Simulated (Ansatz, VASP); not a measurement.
# Two plane-wave programs on Pd4Pt

Contents of POSCAR:

```
Pd4Pt
1.0
   -3.2473751203      3.2473751203      1.9496705685
    3.2473751203     -3.2473751203      1.9496705685
    3.2473751203      3.2473751203     -1.9496705685
Pd Pt
4 1
Direct
    0.0000000000      0.2908714960      0.2908714960
    0.0000000000      0.7091285040      0.7091285040
    0.2908714960      0.0000000000      0.2908714960
    0.7091285040      0.0000000000      0.7091285040
    0.5000000000      0.5000000000      0.0000000000
```

The input INCAR.step1:

```
PREC     = Accurate       # precision mode
ENCUT    = 520            # plane-wave cutoff, eV
ISMEAR   = 0              # smearing method
SIGMA    = 0.1            # smearing width, eV
LREAL    = F              # projectors in reciprocal space
LASPH    = T              # aspherical terms in the spheres
NELM     = 80             # most SCF steps
NBANDS   = 33             # bands
GGA      = PE             # functional
ALGO     = Normal         # electronic algorithm
EDIFF    = 1E-4           # SCF threshold, eV
LWAVE    = T              # write WAVECAR
LCHARG   = F              # write CHGCAR
```

The input INCAR.step2:

```
PREC     = Accurate       # precision mode
ENCUT    = 520            # plane-wave cutoff, eV
EDIFF    = 1E-6           # SCF threshold, eV
ISMEAR   = 0              # smearing method
SIGMA    = 0.1            # smearing width, eV
LREAL    = F              # projectors in reciprocal space
LASPH    = T              # aspherical terms in the spheres
NELM     = 80             # most SCF steps
ALGO     = Normal         # electronic algorithm
ISIF     = 2              # what is computed and relaxed
LWAVE    = F              # write WAVECAR
LCHARG   = F              # write CHGCAR
METAGGA  = R2SCAN         # meta-GGA
LMIXTAU  = T            
NBANDS   = 33             # bands
ISTART   = 1
```

Contents of KPOINTS:

```
Automatic mesh
0
Gamma
  10 10 10
```

Input for Ansatz:

```yaml
crystal:
  lattice:
    - [-3.2473751203, 3.2473751203, 1.9496705685]
    - [3.2473751203, -3.2473751203, 1.9496705685]
    - [3.2473751203, 3.2473751203, -1.9496705685]
  atoms:
    - { symbol: Pd, position: [0.0, 0.290871496, 0.290871496] }
    - { symbol: Pd, position: [0.0, 0.709128504, 0.709128504] }
    - { symbol: Pd, position: [0.290871496, 0.0, 0.290871496] }
    - { symbol: Pd, position: [0.709128504, 0.0, 0.709128504] }
    - { symbol: Pt, position: [0.5, 0.5, 0.0] }
basis:
  ecutwfc: 500
kpoints:
  mp_grid: { grid: [10, 10, 10] }
hamiltonian:
  xc: r2scan
scf:
  occupations: { method: gaussian, width: 0.1 }
output:
  forces: true
  stress: true
  eigenvalues: true
```

Alike in both runs: task single point; functional r2SCAN; k mesh 10 × 10 × 10; occupations gaussian, width 0.1 eV; no spin polarisation.

|  | VASP | Ansatz |
| --- | --- | --- |
| version | VASP 6.6.1 | Ansatz 0.2.0 |
| potentials or method | VASP PAW PBE potentials, release 64 (Pd, Pt), cutoff 520 eV | scalar-relativistic, plane waves, PAW |
| valence electrons in the cell | 50 | 90 |

```csv
,VASP,Ansatz,Ansatz less VASP
gap on the k mesh at the Fermi level (eV),none,none,-
pressure (GPa),-3.8,-4.3,-0.50
"traceless stress, the component that is largest in VASP (GPa)",-0.75,-0.82,-0.068
rms of the force components (eV/Å),0.027,0.026,-0.0005
```

VASP's potentials were made for PBE, not for r2SCAN. Atom by atom the forces differ by 0.001 eV/Å (rms over components). A gap of «none» marks a metal or a gap that the smearing closes. VASP's potentials hold 50 valence electrons a cell and Ansatz's 90, so a difference there can come from the potentials and not from the codes.

Neither program's run includes spin-orbit coupling.
